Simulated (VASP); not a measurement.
# Ti (Fm-3m) in VASP: a series of runs, part 2 of 2

VASP 6.6.1. Earlier steps stand in the parts before.

**5. Single point, PBE**

This run uses another cell than the first one, of 17.05 Å³/atom.

INCAR reads:

```
SYSTEM = Ti
PREC = Accurate
ENCUT = 520
EDIFF = 1E-6
ISMEAR = -1
SIGMA = 0.06122561905347299
LREAL = .FALSE.
LASPH = .TRUE.
NELM = 80
ALGO = Normal
ISIF = 2
LWAVE = .FALSE.
LCHARG = .FALSE.
GGA = PE
NBANDS = 12
```

KPOINTS reads:

```
Automatic mesh
0
G
  16 16 16
  0 0 0
```

POSCAR reads:

```
Ti
1.0
    0.0000000000      2.0427626874      2.0427626874
    2.0427626874      0.0000000000      2.0427626874
    2.0427626874      2.0427626874      0.0000000000
Ti
1
Direct
    0.0000000000      0.0000000000      0.0000000000
```

Potentials or basis: VASP PAW PBE potentials, release 64 (Ti_sv).

The run is started by

```bash
> cat potpaw_PBE.64/Ti_sv/POTCAR > POTCAR
> mpirun -np 1 vasp_std > vasp.out
```

OUTCAR:

```text
SYSTEM = Ti
   PREC = Accurate
   ENCUT = 520
   EDIFF = 1E-6
   ISMEAR = -1
   LREAL = .FALSE.
   LASPH = .TRUE.
   NELM = 80
   ISIF = 2
   GGA = PE

 ion  position               nearest neighbor table
   1  0.000  0.000  0.000-

  LATTYP: Found a face centered cubic cell.
 ALAT       =     4.0855253748

  Lattice vectors:

 A1 = (   0.0000000000,   2.0427626874,   2.0427626874)
 A2 = (   2.0427626874,   0.0000000000,   2.0427626874)
 A3 = (   2.0427626874,   2.0427626874,   0.0000000000)

Analysis of symmetry for initial positions (statically):
=====================================================================
 Subroutine PRICEL returns:
 Original cell was already a primitive cell.

 Routine SETGRP: Setting up the symmetry group for a
 face centered cubic supercell.

 Subroutine GETGRP returns: Found 48 space group operations
 (whereof 48 operations were pure point group operations)
 out of a pool of 48 trial point group operations.

The static configuration has the point symmetry O_h .

Analysis of symmetry for dynamics (positions and initial velocities):
=====================================================================
 Subroutine PRICEL returns:
 Original cell was already a primitive cell.

 Routine SETGRP: Setting up the symmetry group for a
 face centered cubic supercell.

 Subroutine GETGRP returns: Found 48 space group operations
 (whereof 48 operations were pure point group operations)
 out of a pool of 48 trial point group operations.

The dynamic configuration has the point symmetry O_h .

 Subroutine INISYM returns: Found 48 space group operations
 (whereof 48 operations are pure point group operations),
 and found     1 'primitive' translations

----------------------------------------------------------------------------------------

                                     Primitive cell

  volume of cell :      17.0484

[... 111 lines left out ...]
   GGA     = PE    functional components
   LHFCALC =     F    Hartree Fock is set to
   AEXX    =    0.0000 exact exchange contribution
   IVDW    =     0    specifies the selected vdW correction
   LEPSILON=     F    determine dielectric tensor
   LRPA    =     F    only Hartree local field effects (RPA)
 non-spin polarized calculation
  energy-cutoff  :      520.00
  volume of cell :       17.05
 maximum number of plane-waves:       477
 NGX is ok and might be reduce to    24
   NGX = 11   NGY = 11   NGZ = 11

 number of electron      12.0000003 magnetization

 Free energy of the ion-electron system (eV)
  ---------------------------------------------------
  ext. energy  EPLUGINS =         0.00000000
  ---------------------------------------------------
  free energy    TOTEN  =        -7.78636480 eV

  energy without entropy =       -7.76477615  energy(sigma->0) =       -7.77557047

 E-fermi :   8.4178     XC(G=0): -11.5864

 val. band max:        8.4097559155   @ k =   0.5000   0.1250   0.0625
 cond. band min:       8.4342018888   @ k =  -0.2500   0.2500   0.0625
 fundamental gap:      0.0244459733
 Fermi energy:         8.4177868739

 k-point     1 :       0.0000    0.0000    0.0000
  band No.  band energies     occupation
      1     -48.2590      2.00000
      2     -24.0964      2.00000
      3     -24.0964      2.00000
      4     -24.0964      2.00000
      5       2.2783      2.00000
      6       9.3061      0.00000
      7       9.3061      0.00000
      8       9.3061      0.00000
      9      10.9789      0.00000
     10      10.9789      0.00000
     11      23.7688      0.00000
     12      28.3364      0.00000
[... 331 lines left out ...]
 k-point    24 :      -0.0625    0.0625    0.0000
  band No.  band energies     occupation
      1     -48.2460      2.00000
      2     -24.1637      2.00000
      3     -24.1158      2.00000
      4     -24.1009      2.00000
      5       2.6181      2.00000
      6       9.0912      0.00003
      7       9.4229      0.00000
      8       9.4380      0.00000
      9      10.8206      0.00000
     10      10.9890      0.00000
     11      24.0232      0.00000
     12      26.4088      0.00000

 [... further k-points ...]

------------------------ aborting loop because EDIFF is reached ----------------------------------------

  FORCE on cell =-STRESS in cart. coord.  units (eV):
  Direction    XX          YY          ZZ          XY          YZ          ZX
  --------------------------------------------------------------------------------------
  -------------------------------------------------------------------------------------
  Total        0.2080894      0.2080894      0.2080894      0.0000000     -0.0000000      0.0000000
  in kB       19.5558516     19.5558516     19.5558516      0.0000000     -0.0000000      0.0000000
  external PRESSURE =      19.5558516 kB  Pullay stress =       0.0000000 kB

 VOLUME and BASIS-vectors are now :
 -----------------------------------------------------------------------------
  energy-cutoff  :      520.00
  volume of cell :       17.05
      direct lattice vectors                 reciprocal lattice vectors
     0.000000000  2.042762687  2.042762687    -0.244766562  0.244766562  0.244766562
     2.042762687  0.000000000  2.042762687     0.244766562 -0.244766562  0.244766562
     2.042762687  2.042762687  0.000000000     0.244766562  0.244766562 -0.244766562

 POSITION                                       TOTAL-FORCE (eV/Angst)
 -----------------------------------------------------------------------------------
      0.00000      0.00000      0.00000         0.000000      0.000000      0.000000
 -----------------------------------------------------------------------------------
    total drift:                               -0.000000      0.000000      0.000000

  FREE ENERGIE OF THE ION-ELECTRON SYSTEM (eV)
  ---------------------------------------------------
  free  energy   TOTEN  =        -7.7863648018 eV

  energy  without entropy=       -7.7647761478  energy(sigma->0) =       -7.77557047
```

OSZICAR:

```text
N       E                     dE             d eps       ncg     rms          rms(c)
DAV:   1     0.854969884433E+02    0.85497E+02   -0.64937E+03  3488   0.122E+03
DAV:   2    -0.443091951613E+01   -0.89928E+02   -0.87435E+02  3568   0.296E+02
DAV:   3    -0.867775211888E+01   -0.42468E+01   -0.41972E+01  4916   0.646E+01
DAV:   4    -0.877198983690E+01   -0.94238E-01   -0.94156E-01  3936   0.836E+00
DAV:   5    -0.877438132774E+01   -0.23915E-02   -0.23914E-02  4220   0.115E+00    0.846E+00
DAV:   6    -0.778963301233E+01    0.98475E+00   -0.20106E+00  3780   0.213E+01    0.225E+00
DAV:   7    -0.777598113343E+01    0.13652E-01   -0.10310E-01  4264   0.380E+00    0.130E+00
DAV:   8    -0.778609412968E+01   -0.10113E-01   -0.38997E-02  3588   0.252E+00    0.178E-01
DAV:   9    -0.778635096365E+01   -0.25683E-03   -0.45665E-03  4396   0.785E-01    0.894E-02
DAV:  10    -0.778639010059E+01   -0.39137E-04   -0.25350E-04  3712   0.190E-01    0.245E-02
DAV:  11    -0.778636546781E+01    0.24633E-04   -0.21737E-05  4164   0.575E-02    0.105E-02
DAV:  12    -0.778636480182E+01    0.66599E-06   -0.18256E-06  3768   0.182E-02
   1 F= -.77863648E+01 E0= -.77755705E+01  d E =-.215887E-01
```

It took 12 s on 1 thread of Intel Xeon 6975P-C (Granite Rapids), shared host; peak memory 0.15 GiB.

What came out:

* Free energy: -7.7864 eV
* Pressure: 2.0 GPa
* Band gap on the k mesh: zero (bands 6 and 7 overlap by 1.27 eV)

**6. Single point, PBE**

This run uses another cell than the first one, of 17.40 Å³/atom.

INCAR reads:

```
SYSTEM = Ti
  ALGO = Normal
  EDIFF = 1E-6
  ENCUT = 520
  GGA = PE
  ISIF = 2
  ISMEAR = -1
  LASPH = .True.
  LCHARG = .False.
  LREAL = .False.
  LWAVE = .False.
  NBANDS = 12
  NELM = 100
  PREC = Accurate
  SIGMA = 0.06122561905347299
```

KPOINTS reads:

```
k-points
0
Gamma
  16 16 16
  0 0 0
```

POSCAR reads:

```
Ti
1.0
    0.0000000000      2.0565655567      2.0565655567
    2.0565655567      0.0000000000      2.0565655567
    2.0565655567      2.0565655567      0.0000000000
Ti
1
Direct
    0.0000000000      0.0000000000      0.0000000000
```

Potentials or basis: VASP PAW PBE potentials, release 64 (Ti_sv).

The run is started by

```bash
> cat potpaw_PBE.64/Ti_sv/POTCAR > POTCAR
> mpirun -np 1 vasp_std > vasp.out
```

OUTCAR:

```text
SYSTEM = Ti
   EDIFF = 1E-6
   ENCUT = 520
   GGA = PE
   ISIF = 2
   ISMEAR = -1
   LASPH = .True.
   LREAL = .False.
   NELM = 100
   PREC = Accurate

 ion  position               nearest neighbor table
   1  0.000  0.000  0.000-

  LATTYP: Found a face centered cubic cell.
 ALAT       =     4.1131311134

  Lattice vectors:

 A1 = (   0.0000000000,   2.0565655567,   2.0565655567)
 A2 = (   2.0565655567,   0.0000000000,   2.0565655567)
 A3 = (   2.0565655567,   2.0565655567,   0.0000000000)

Analysis of symmetry for initial positions (statically):
=====================================================================
 Subroutine PRICEL returns:
 Original cell was already a primitive cell.

 Routine SETGRP: Setting up the symmetry group for a
 face centered cubic supercell.

 Subroutine GETGRP returns: Found 48 space group operations
 (whereof 48 operations were pure point group operations)
 out of a pool of 48 trial point group operations.

The static configuration has the point symmetry O_h .

Analysis of symmetry for dynamics (positions and initial velocities):
=====================================================================
 Subroutine PRICEL returns:
 Original cell was already a primitive cell.

 Routine SETGRP: Setting up the symmetry group for a
 face centered cubic supercell.

 Subroutine GETGRP returns: Found 48 space group operations
 (whereof 48 operations were pure point group operations)
 out of a pool of 48 trial point group operations.

The dynamic configuration has the point symmetry O_h .

 Subroutine INISYM returns: Found 48 space group operations
 (whereof 48 operations are pure point group operations),
 and found     1 'primitive' translations

----------------------------------------------------------------------------------------

                                     Primitive cell

  volume of cell :      17.3963

[... 111 lines left out ...]
   GGA     = PE    functional components
   LHFCALC =     F    Hartree Fock is set to
   AEXX    =    0.0000 exact exchange contribution
   IVDW    =     0    specifies the selected vdW correction
   LEPSILON=     F    determine dielectric tensor
   LRPA    =     F    only Hartree local field effects (RPA)
 non-spin polarized calculation
  energy-cutoff  :      520.00
  volume of cell :       17.40
 maximum number of plane-waves:       489
 NGX is ok and might be reduce to    24
   NGX = 11   NGY = 11   NGZ = 11

 number of electron      12.0000002 magnetization

 Free energy of the ion-electron system (eV)
  ---------------------------------------------------
  ext. energy  EPLUGINS =         0.00000000
  ---------------------------------------------------
  free energy    TOTEN  =        -7.78831165 eV

  energy without entropy =       -7.76632505  energy(sigma->0) =       -7.77731835

 E-fermi :   8.2014     XC(G=0): -11.4912

 val. band max:        8.1980350181   @ k =  -0.2500   0.2500   0.0000
 cond. band min:       8.2233897027   @ k =  -0.4375   0.1250   0.0625
 fundamental gap:      0.0253546846
 Fermi energy:         8.2014041216

 k-point     1 :       0.0000    0.0000    0.0000
  band No.  band energies     occupation
      1     -48.5102      2.00000
      2     -24.3714      2.00000
      3     -24.3714      2.00000
      4     -24.3714      2.00000
      5       2.1104      2.00000
      6       9.0769      0.00000
      7       9.0769      0.00000
      8       9.0769      0.00000
      9      10.7040      0.00000
     10      10.7040      0.00000
     11      23.4403      0.00000
     12      27.9083      0.00000
[... 331 lines left out ...]
 k-point    24 :      -0.0625    0.0625    0.0000
  band No.  band energies     occupation
      1     -48.4983      2.00000
      2     -24.4344      2.00000
      3     -24.3896      2.00000
      4     -24.3757      2.00000
      5       2.4438      2.00000
      6       8.8682      0.00004
      7       9.1908      0.00000
      8       9.2051      0.00000
      9      10.5510      0.00000
     10      10.7141      0.00000
     11      23.6725      0.00000
     12      25.9923      0.00000

 [... further k-points ...]

------------------------ aborting loop because EDIFF is reached ----------------------------------------

  FORCE on cell =-STRESS in cart. coord.  units (eV):
  Direction    XX          YY          ZZ          XY          YZ          ZX
  --------------------------------------------------------------------------------------
  -------------------------------------------------------------------------------------
  Total       -0.0282900     -0.0282900     -0.0282900      0.0000000      0.0000000      0.0000000
  in kB       -2.6054703     -2.6054703     -2.6054703      0.0000000      0.0000000      0.0000000
  external PRESSURE =      -2.6054703 kB  Pullay stress =       0.0000000 kB

 VOLUME and BASIS-vectors are now :
 -----------------------------------------------------------------------------
  energy-cutoff  :      520.00
  volume of cell :       17.40
      direct lattice vectors                 reciprocal lattice vectors
     0.000000000  2.056565557  2.056565557    -0.243123784  0.243123784  0.243123784
     2.056565557  0.000000000  2.056565557     0.243123784 -0.243123784  0.243123784
     2.056565557  2.056565557  0.000000000     0.243123784  0.243123784 -0.243123784

 POSITION                                       TOTAL-FORCE (eV/Angst)
 -----------------------------------------------------------------------------------
      0.00000      0.00000      0.00000         0.000000     -0.000000     -0.000000
 -----------------------------------------------------------------------------------
    total drift:                                0.000000      0.000000     -0.000000

  FREE ENERGIE OF THE ION-ELECTRON SYSTEM (eV)
  ---------------------------------------------------
  free  energy   TOTEN  =        -7.7883116546 eV

  energy  without entropy=       -7.7663250490  energy(sigma->0) =       -7.77731835
```

OSZICAR:

```text
N       E                     dE             d eps       ncg     rms          rms(c)
DAV:   1     0.878098674736E+02    0.87810E+02   -0.64770E+03  3492   0.120E+03
DAV:   2    -0.440572156705E+01   -0.92216E+02   -0.89663E+02  3520   0.297E+02
DAV:   3    -0.872139509148E+01   -0.43157E+01   -0.42654E+01  4908   0.657E+01
DAV:   4    -0.880762915675E+01   -0.86234E-01   -0.86103E-01  3944   0.824E+00
DAV:   5    -0.880951723167E+01   -0.18881E-02   -0.18880E-02  4260   0.110E+00    0.830E+00
DAV:   6    -0.779379123964E+01    0.10157E+01   -0.20833E+00  3776   0.215E+01    0.217E+00
DAV:   7    -0.777892003275E+01    0.14871E-01   -0.10199E-01  4244   0.374E+00    0.128E+00
DAV:   8    -0.778805742541E+01   -0.91374E-02   -0.37807E-02  3628   0.252E+00    0.181E-01
DAV:   9    -0.778830868381E+01   -0.25126E-03   -0.45870E-03  4460   0.797E-01    0.869E-02
DAV:  10    -0.778833639865E+01   -0.27715E-04   -0.24945E-04  3696   0.191E-01    0.244E-02
DAV:  11    -0.778831261546E+01    0.23783E-04   -0.20862E-05  4208   0.568E-02    0.109E-02
DAV:  12    -0.778831165457E+01    0.96089E-06   -0.22840E-06  3720   0.205E-02
   1 F= -.77883117E+01 E0= -.77773184E+01  d E =-.219866E-01
```

It took 12 s on 1 thread of Intel Xeon 6975P-C (Granite Rapids), shared host; peak memory 0.15 GiB.

Results:

- Free energy: -7.7883 eV
- Pressure: -0.3 GPa
- Band gap on the k mesh: zero (bands 6 and 7 overlap by 1.25 eV)

Levels at points of the mesh, in eV from the Fermi level:
| k point | band 4 | band 5 | band 6 | band 7 | band 8 | band 9 |
| --- | --- | --- | --- | --- | --- | --- |
| (0.00, 0.00, 0.00) | -32.57 | -6.09 | 0.88 | 0.88 | 0.88 | 2.50 |
| (0.50, 0.00, 0.00) | -32.66 | -2.58 | 0.63 | 0.76 | 0.76 | 3.57 |
| (0.50, 0.50, 0.00) | -32.81 | -2.56 | -1.70 | 2.83 | 3.56 | 3.84 |

**7. Summary**

```csv
cell,gap on the mesh (eV),pressure (GPa)
"a = 2.849 Å, angles 60.0°, 1 atom",none,7.0
"a = 2.869 Å, angles 60.0°, 1 atom",none,4.4
"a = 2.889 Å, angles 60.0°, 1 atom",none,2.0
"a = 2.908 Å, angles 60.0°, 1 atom",none,-0.3
```

Alike in all rows: task single point; level PBE; potentials or basis VASP PAW PBE potentials, release 64 (Ti_sv); no spin polarisation; k mesh 16 × 16 × 16; cutoff (eV) 520; smearing fermi-dirac 0.0612256 eV.

Caveats: the cell stands under pressure (at least some runs).

Total energies depend on the potentials used, so only differences within one code and one set of settings carry meaning.

The gap in the log of VASP goes by the Fermi energy; the results here count the filled bands.